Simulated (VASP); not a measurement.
# PtS2 (P1) in VASP: notebook

Runs on PtS2. Level: PBE. Tasks: single point.

Program: VASP 6.6.1. These are calculated values, not measurements. Logs are shortened: lines on timing, memory, paths and dates and some standing lists are left out, and cuts for length are marked.

## 1. The cell of the first run

The typed cell holds 3 atoms: a = 3.450 Å, b = 3.450 Å, c = 4.912 Å, α = 90.00°, β = 90.00°, γ = 120.00°.

## 2. Single point, PBE

INCAR reads:

```
PREC = Accurate ; ENCUT = 500
EDIFF = 1E-6 ; ISMEAR = 0
SIGMA = 0.01 ; LREAL = False
LASPH = True ; NELM = 120
ALGO = Normal ; ISIF = 2
LWAVE = False ; LCHARG = True
GGA = PE ; LELF = True
LVHAR = True ; NBANDS = 18
GGA_COMPAT = False
```

KPOINTS reads:

```
Automatic mesh
0
Gamma
  1 1 1
  0.5 0.5 0.5
```

POSCAR reads:

```
PtS2
1.0
    3.4503961500      0.0000000000      0.0000000000
   -1.7251980800      2.9881020400      0.0000000000
    0.0000000000      0.0000000000      4.9124284200
Pt S
1 2
Direct
    0.0000000000      0.0000000000      0.0000000000
    0.3450000000      0.6670000000      0.2300000000
    0.6109962500      0.3224224200      0.7694553600
```

Potentials or basis: VASP PAW PBE potentials, release 64 (Pt, S).

Started as:

```sh
$ cat potpaw_PBE.64/Pt/POTCAR potpaw_PBE.64/S/POTCAR > POTCAR
$ mpirun -np 1 vasp_std > vasp.out
```

OUTCAR:

```text
PREC = Accurate
   ENCUT = 500
   EDIFF = 1E-6
   ISMEAR = 0
   LREAL = False
   LASPH = True
   NELM = 120
   ISIF = 2
   GGA = PE

 ion  position               nearest neighbor table
   1  0.000  0.000  0.000-   3 2.15   2 2.26   2 2.29   2 2.32   3 2.33   3 2.41
   2  0.345  0.667  0.230-   1 2.26   1 2.29   1 2.32
   3  0.611  0.322  0.769-   1 2.15   1 2.33   1 2.41

  LATTYP: Found a hexagonal cell.
 ALAT       =     3.4503961500
 C/A-ratio  =     1.4237288144

  Lattice vectors:

 A1 = (   3.4503961500,   0.0000000000,   0.0000000000)
 A2 = (  -1.7251980800,   2.9881020400,   0.0000000000)
 A3 = (   0.0000000000,   0.0000000000,   4.9124284200)

Analysis of symmetry for initial positions (statically):
=====================================================================
 Subroutine PRICEL returns:
 Original cell was already a primitive cell.

 Routine SETGRP: Setting up the symmetry group for a
 hexagonal supercell.

 Subroutine GETGRP returns: Found  1 space group operations
 (whereof  1 operations were pure point group operations)
 out of a pool of 24 trial point group operations.

The static configuration has the point symmetry C_1 .

Analysis of symmetry for dynamics (positions and initial velocities):
=====================================================================
 Subroutine PRICEL returns:
 Original cell was already a primitive cell.

 Routine SETGRP: Setting up the symmetry group for a
 hexagonal supercell.

 Subroutine GETGRP returns: Found  1 space group operations
 (whereof  1 operations were pure point group operations)
 out of a pool of 24 trial point group operations.

The dynamic configuration has the point symmetry C_1 .

 Subroutine INISYM returns: Found  1 space group operations
 (whereof  1 operations are pure point group operations),
 and found     1 'primitive' translations

----------------------------------------------------------------------------------------

                                     Primitive cell

  volume of cell :      50.6478

  direct lattice vectors                    reciprocal lattice vectors
     3.450396150  0.000000000  0.000000000     0.289821793  0.167330297  0.000000000
    -1.725198080  2.988102040  0.000000000     0.000000000  0.334660593  0.000000000
     0.000000000  0.000000000  4.912428420     0.000000000  0.000000000  0.203565307

  length of vectors
     3.450396150  3.450371316  4.912428420     0.334658184  0.334660593  0.203565307

  position of ions in fractional coordinates (direct lattice)
     0.000000000  0.000000000  0.000000000
     0.345000000  0.667000000  0.230000000
     0.610996250  0.322422420  0.769455360

  ion indices of the primitive-cell ions
   primitive index   ion index
                 1           1
                 2           2
                 3           3

----------------------------------------------------------------------------------------

 KPOINTS: Automatic mesh

Automatic generation of k-mesh.
 Grid dimensions read from file:
 generate k-points for:    1    1    1

 Generating k-lattice:

  Cartesian coordinates                     Fractional coordinates (reciprocal lattice)
     0.289821793  0.167330297  0.000000000     1.000000000  0.000000000  0.000000000
     0.000000000  0.334660593  0.000000000     0.000000000  1.000000000  0.000000000
     0.000000000  0.000000000  0.203565307     0.000000000  0.000000000  1.000000000

  Length of vectors
     0.334658184  0.334660593  0.203565307

  Shift w.r.t. Gamma in fractional coordinates (k-lattice)
     0.500000000  0.500000000  0.500000000

 Subroutine IBZKPT returns following result:
 ===========================================

 Found      3 irreducible k-points:

 Following reciprocal coordinates:
            Coordinates               Weight
  0.500000  0.500000  0.500000      1.000000
  0.500000  0.000000  0.500000      1.000000
  0.000000  0.500000  0.500000      1.000000
   k-points           NKPTS =      3   k-points in BZ     NKDIM =      3   number of bands    NBANDS=     18
   number of dos      NEDOS =    301   number of ions     NIONS =      3
   total plane-waves  NPLWV =  28224
   dimension x,y,z NGX =    28 NGY =   28 NGZ =   36
   dimension x,y,z NGXF=    56 NGYF=   56 NGZF=   72
   ions per type =               1   2
   NGX,Y,Z   is equivalent  to a cutoff of  13.49, 13.49, 12.18 a.u.
   NGXF,Y,Z  is equivalent  to a cutoff of  26.98, 26.98, 24.37 a.u.
 SYSTEM =  unknown system
   PREC   = accura    normal or accurate (medium, high low for compatibility)
   ISTART =      0    job   : 0-new  1-cont  2-samecut
   ICHARG =      2    charge: 1-file 2-atom 10-const
   ISPIN  =      1    spin polarized calculation?
   LNONCOLLINEAR =      F non collinear calculations
   LSORBIT =      F    spin-orbit coupling
   LASPH  =      T    aspherical Exc in radial PAW
   ENCUT  =  500.0 eV  36.75 Ry    6.06 a.u.   6.29  6.29  8.96*2*pi/ulx,y,z
   NELM   =    120;   NELMIN=  2; NELMDL= -5     # of ELM steps
   EDIFF  = 0.1E-05   stopping-criterion for ELM
   LREAL  =      F    real-space projection
   EDIFFG = 0.1E-04   stopping-criterion for IOM
   NSW    =      0    number of steps for IOM
   IBRION =     -1    ionic relax: 0-MD 1-quasi-New 2-CG
   NFREE  =      0    steps in history (QN), initial steepest desc. (CG)
   ISIF   =      2    stress and relaxation
   ISYM   =      2    0-nonsym 1-usesym 2-fastsym
   POTIM  = 0.5000    time-step for ionic-motion
   TEBEG  =    0.0;   TEEND  =   0.0 temperature during run
   PSTRESS=    0.0 pullay stress
   NELECT =      22.0000    total number of electrons
   NUPDOWN=      -1.0000    fix difference up-down
   EMIN   =  10.00;   EMAX   =-10.00  energy-range for DOS
   EFERMI =   0.00;   METHOD = LEGACY
   ISMEAR =     0;   SIGMA  =   0.01  broadening in eV -4-tet -1-fermi 0-gaus
   EFERMI_NEDOS =   21; number of points for ismear=-14 and -15
   IALGO  =     38    algorithm
   IMIX   =      4    mixing-type and parameters
     AMIX     =   0.40;   BMIX     =  1.00
     AMIX_MAG =   1.60;   BMIX_MAG =  1.00
  volume/ion in A,a.u.               =      16.88       113.93
  Fermi-wavevector in a.u.,A,eV,Ry     =   1.239830  2.342939 20.914586  1.537179
  Thomas-Fermi vector in A             =   2.374297
   LORBIT       =      0    0 simple, 1 ext, 2 COOP (PROOUT), +10 PAW based schemes
   GGA     = PE    functional components
   LHFCALC =     F    Hartree Fock is set to
   AEXX    =    0.0000 exact exchange contribution
   IVDW    =     0    specifies the selected vdW correction
   LEPSILON=     F    determine dielectric tensor
   LRPA    =     F    only Hartree local field effects (RPA)
 non-spin polarized calculation
 Gauss-broadening in eV      SIGMA  =   0.01
  energy-cutoff  :      500.00
  volume of cell :       50.65
 maximum number of plane-waves:      1272
 NGX is ok and might be reduce to    28
   NGX = 13   NGY = 13   NGZ = 17

 number of electron      21.9999999 magnetization

 Free energy of the ion-electron system (eV)
  ---------------------------------------------------
  ext. energy  EPLUGINS =         0.00000000
  ---------------------------------------------------
  free energy    TOTEN  =       -16.69834645 eV

  energy without entropy =      -16.69834645  energy(sigma->0) =      -16.69834645

 E-fermi :   6.7518     XC(G=0): -10.9732

 val. band max:        6.6523974249   @ k =   0.5000   0.5000   0.5000
 cond. band min:       9.7738192339   @ k =   0.5000   0.0000   0.5000
 fundamental gap:      3.1214218090
 Fermi energy:         6.7518213360

 k-point     1 :       0.5000    0.5000    0.5000
  band No.  band energies     occupation
      1      -6.4904      2.00000
      2      -5.4634      2.00000
      3      -0.5220      2.00000
      4       0.7338      2.00000
      5       1.7694      2.00000
      6       2.6418      2.00000
[... 10 lines left out ...]
     17      18.3826      0.00000
     18      18.5244      0.00000

 k-point     2 :       0.5000    0.0000    0.5000
  band No.  band energies     occupation
      1      -6.1757      2.00000
      2      -5.7376      2.00000
      3      -0.5574      2.00000
      4       1.4549      2.00000
      5       2.2363      2.00000
      6       2.3567      2.00000
[... 10 lines left out ...]
     17      18.2952      0.00000
     18      18.4528      0.00000

 k-point     3 :       0.0000    0.5000    0.5000
  band No.  band energies     occupation
      1      -6.3447      2.00000
      2      -5.5839      2.00000
      3      -0.5558      2.00000
      4       0.9497      2.00000
      5       1.9348      2.00000
      6       2.5972      2.00000
[... 10 lines left out ...]
     17      18.3590      0.00000
     18      18.6570      0.00000

------------------------ aborting loop because EDIFF is reached ----------------------------------------

  FORCE on cell =-STRESS in cart. coord.  units (eV):
  Direction    XX          YY          ZZ          XY          YZ          ZX
  --------------------------------------------------------------------------------------
  -------------------------------------------------------------------------------------
  Total        7.7814632      6.9114089      5.9768959      1.7534133     -1.0913582     -4.0965015
  in kB      246.1564559    218.6334221    189.0713182     55.4669455    -34.5236956   -129.5874924
  external PRESSURE =     217.9537321 kB  Pullay stress =       0.0000000 kB

 VOLUME and BASIS-vectors are now :
 -----------------------------------------------------------------------------
  energy-cutoff  :      500.00
  volume of cell :       50.65
      direct lattice vectors                 reciprocal lattice vectors
     3.450396150  0.000000000  0.000000000     0.289821793  0.167330297  0.000000000
    -1.725198080  2.988102040  0.000000000     0.000000000  0.334660593  0.000000000
     0.000000000  0.000000000  4.912428420     0.000000000  0.000000000  0.203565307

 POSITION                                       TOTAL-FORCE (eV/Angst)
 -----------------------------------------------------------------------------------
      0.00000      0.00000      0.00000        -2.168260     -0.815842      0.418163
      0.03968      1.99306      1.12986        -0.704920     -0.077504     -0.201212
      1.55194      0.96343      3.77989         2.873179      0.893346     -0.216951
 -----------------------------------------------------------------------------------
    total drift:                               -0.000031     -0.000026      0.000053

  FREE ENERGIE OF THE ION-ELECTRON SYSTEM (eV)
  ---------------------------------------------------
  free  energy   TOTEN  =       -16.6983464542 eV

  energy  without entropy=      -16.6983464542  energy(sigma->0) =      -16.69834645
```

Run time: 5.8 s. Hardware: 1 thread of Intel Xeon 6975P-C (Granite Rapids), shared host; peak memory 0.16 GiB.

What came out:

```yaml
Free_energy: -16.6983 eV
Pressure: 21.8 GPa
Largest_force: 3.017 eV/Å
Band_gap_on_the_k_mesh: 3.12 eV, indirect (least direct gap 3.43 eV)
```

Forces on the atoms (eV/Å):
```
Pt  -2.168 -0.816  0.418
S   -0.705 -0.078 -0.201
S    2.873  0.893 -0.217
```

Levels at points of the mesh, in eV from the valence-band top:
| k point | band 7 | band 8 | band 9 | band 10 | band 11 | band 12 | band 13 | band 14 | band 15 | band 16 |
| --- | --- | --- | --- | --- | --- | --- | --- | --- | --- | --- |
| (0.50, 0.50, 0.50) | -2.24 | -2.06 | -1.95 | -1.52 | 0.00 | 3.52 | 4.02 | 6.38 | 6.54 | 8.74 |
| (0.50, 0.00, 0.50) | -2.52 | -2.38 | -2.01 | -1.68 | -0.66 | 3.12 | 4.10 | 6.80 | 7.25 | 8.95 |
| (0.00, 0.50, 0.50) | -2.37 | -2.20 | -1.99 | -1.51 | -0.19 | 3.24 | 4.11 | 6.46 | 6.78 | 8.74 |

Caveat: the k points lie up to 2.10 Å⁻¹ apart; spin-orbit coupling is left out, which moves the levels of the heavy elements; forces of over 1 eV/Å act on the atoms, so gaps and moduli don't describe the material at rest.

## 3. Single point, PBE

This run uses another cell than the first one, of 17.96 Å³/atom, 1.064 times its volume.

INCAR reads:

```
SYSTEM = PtS2
ALGO = Normal
EDIFF = 1E-6
ENCUT = 500
GGA = PE
GGA_COMPAT = .False.
ISIF = 2
ISMEAR = 0
LASPH = .True.
LCHARG = .False.
LREAL = .False.
LWAVE = .False.
NBANDS = 18
NELM = 120
PREC = Accurate
SIGMA = 0.01
```

KPOINTS reads:

```
k-points
0
Gamma
  2 2 2
  0 0 0
```

POSCAR reads:

```
PtS2
1.0
    3.5223000000      0.0000000000      0.0000000000
   -1.7611500000      3.0503720000      0.0000000000
    0.0000000000      0.0000000000      5.0148000000
Pt S
1 2
Direct
    0.0000000000      0.0000000000      0.0000000000
    0.3450000000      0.6670000000      0.2300000000
    0.6109962500      0.3224224200      0.7694553600
```

Potentials or basis: VASP PAW PBE potentials, release 64 (Pt, S).

Started as:

```sh
$ cat potpaw_PBE.64/Pt/POTCAR potpaw_PBE.64/S/POTCAR > POTCAR
$ mpirun -np 1 vasp_std > vasp.out
```

OUTCAR:

```text
SYSTEM = PtS2
   EDIFF = 1E-6
   ENCUT = 500
   GGA = PE
   ISIF = 2
   ISMEAR = 0
   LASPH = .True.
   LREAL = .False.
   NELM = 120
   PREC = Accurate

 ion  position               nearest neighbor table
   1  0.000  0.000  0.000-   3 2.19   2 2.31   2 2.34   2 2.37   3 2.37   3 2.46
   2  0.345  0.667  0.230-   1 2.31   1 2.34   1 2.37
   3  0.611  0.322  0.769-   1 2.19   1 2.37   1 2.46

  LATTYP: Found a hexagonal cell.
 ALAT       =     3.5223000000
 C/A-ratio  =     1.4237288136

  Lattice vectors:
[... 341 lines left out ...]

  FORCE on cell =-STRESS in cart. coord.  units (eV):
  Direction    XX          YY          ZZ          XY          YZ          ZX
  --------------------------------------------------------------------------------------
  -------------------------------------------------------------------------------------
  Total        3.7119232      3.0214975      3.3984831      1.0441294     -0.8336500     -2.9338688
  in kB      110.3765445     89.8462699    101.0561914     31.0478927    -24.7891450    -87.2405737
  external PRESSURE =     100.4263353 kB  Pullay stress =       0.0000000 kB

 VOLUME and BASIS-vectors are now :
 -----------------------------------------------------------------------------
  energy-cutoff  :      500.00
  volume of cell :       53.88
      direct lattice vectors                 reciprocal lattice vectors
     3.522300000  0.000000000  0.000000000     0.283905403  0.163914434  0.000000000
    -1.761150000  3.050372000  0.000000000     0.000000000  0.327828868  0.000000000
     0.000000000  0.000000000  5.014800000     0.000000000  0.000000000  0.199409747

 POSITION                                       TOTAL-FORCE (eV/Angst)
 -----------------------------------------------------------------------------------
      0.00000      0.00000      0.00000        -2.076037     -0.784307      0.342803
      0.04051      2.03460      1.15340        -0.295935      0.021578     -0.152445
      1.58428      0.98351      3.85866         2.371973      0.762729     -0.190358
 -----------------------------------------------------------------------------------
    total drift:                               -0.000063     -0.000051      0.000001

  FREE ENERGIE OF THE ION-ELECTRON SYSTEM (eV)
  ---------------------------------------------------
  free  energy   TOTEN  =       -15.8445169950 eV

  energy  without entropy=      -15.8445169950  energy(sigma->0) =      -15.84451700
```

OSZICAR:

```text
N       E                     dE             d eps       ncg     rms          rms(c)
DAV:   1     0.110669549182E+03    0.11067E+03   -0.10157E+04   296   0.105E+03
DAV:   2    -0.125571359443E+02   -0.12323E+03   -0.11764E+03   376   0.219E+02
DAV:   3    -0.172611231477E+02   -0.47040E+01   -0.46803E+01   326   0.442E+01
DAV:   4    -0.173143339245E+02   -0.53211E-01   -0.53182E-01   352   0.528E+00
DAV:   5    -0.173152252407E+02   -0.89132E-03   -0.89122E-03   356   0.662E-01    0.199E+01
DAV:   6    -0.160317117953E+02    0.12835E+01   -0.59048E+00   304   0.216E+01    0.118E+01
DAV:   7    -0.158687962004E+02    0.16292E+00   -0.91085E-01   300   0.813E+00    0.559E+00
DAV:   8    -0.158459631161E+02    0.22833E-01   -0.43057E-02   328   0.162E+00    0.113E+00
DAV:   9    -0.158443339918E+02    0.16291E-02   -0.61974E-03   332   0.710E-01    0.162E-01
DAV:  10    -0.158444442227E+02   -0.11023E-03   -0.77732E-04   328   0.194E-01    0.101E-01
DAV:  11    -0.158445040043E+02   -0.59782E-04   -0.85232E-05   318   0.559E-02    0.466E-02
DAV:  12    -0.158445136076E+02   -0.96033E-05   -0.10151E-05   344   0.253E-02    0.138E-02
DAV:  13    -0.158445167105E+02   -0.31029E-05   -0.21791E-06   310   0.107E-02    0.492E-03
DAV:  14    -0.158445169950E+02   -0.28452E-06   -0.35109E-07   226   0.371E-03
   1 F= -.15844517E+02 E0= -.15844517E+02  d E =-.367173E-37
```

It took 7.1 s on 1 thread of Intel Xeon 6975P-C (Granite Rapids), shared host; peak memory 0.17 GiB.

What came out:

```yaml
Free_energy: -15.8445 eV
Pressure: 10.0 GPa
Largest_force: 2.499 eV/Å
Band_gap_on_the_k_mesh: 1.48 eV, indirect (least direct gap 2.10 eV)
```

Forces on the atoms (eV/Å):
```
Pt  -2.076 -0.784  0.343
S   -0.296  0.022 -0.152
S    2.372  0.763 -0.190
```

Stress tensor (GPa, compression positive):
```
11.04  3.10 -8.72
 3.10  8.98 -2.48
-8.72 -2.48 10.11
```

Caveat: the k points lie up to 1.03 Å⁻¹ apart; spin-orbit coupling is left out, which moves the levels of the heavy elements; forces of over 1 eV/Å act on the atoms, so gaps and moduli don't describe the material at rest. A k mesh can miss the band edges.

(Continued in part 2 of 2.)
